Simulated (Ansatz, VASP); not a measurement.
# Al: VASP beside Ansatz

```
Al
1.0
     2.81442    0.00000    0.00000
    -1.40721    2.43736    0.00000
     0.00000    0.00000    9.24105
Al
4
Direct
  0.00000 0.00000 0.00000
  0.36205 0.72411 0.18940
  0.00000 0.00000 0.50000
  0.66667 0.33333 0.75000
```

Alike in both runs: task single point; functional PBE; dispersion D3(BJ); k mesh 18 × 18 × 4; occupations gaussian, width 0.15 eV; no spin polarisation.

|  | VASP | Ansatz |
| --- | --- | --- |
| version | VASP 6.6.1 | Ansatz 0.2.0 |
| potentials or method | VASP PAW PBE potentials, release 64 (Al), cutoff 520 eV | scalar-relativistic, plane waves, PAW |
| valence electrons in the cell | 12 | 12 |

```tsv
	VASP	Ansatz	Ansatz less VASP
gap on the k mesh at the Fermi level (eV)	none	none	-
pressure (GPa)	7.9	7.9	-0.01
traceless stress, the component that is largest in VASP (GPa)	5.15	5.14	-0.010
rms of the force components (eV/Å)	1.729	1.728	-0.0016
```

Atom by atom the forces differ by 0.002 eV/Å (rms over components). A gap of «none» marks a metal or a gap that the smearing closes.
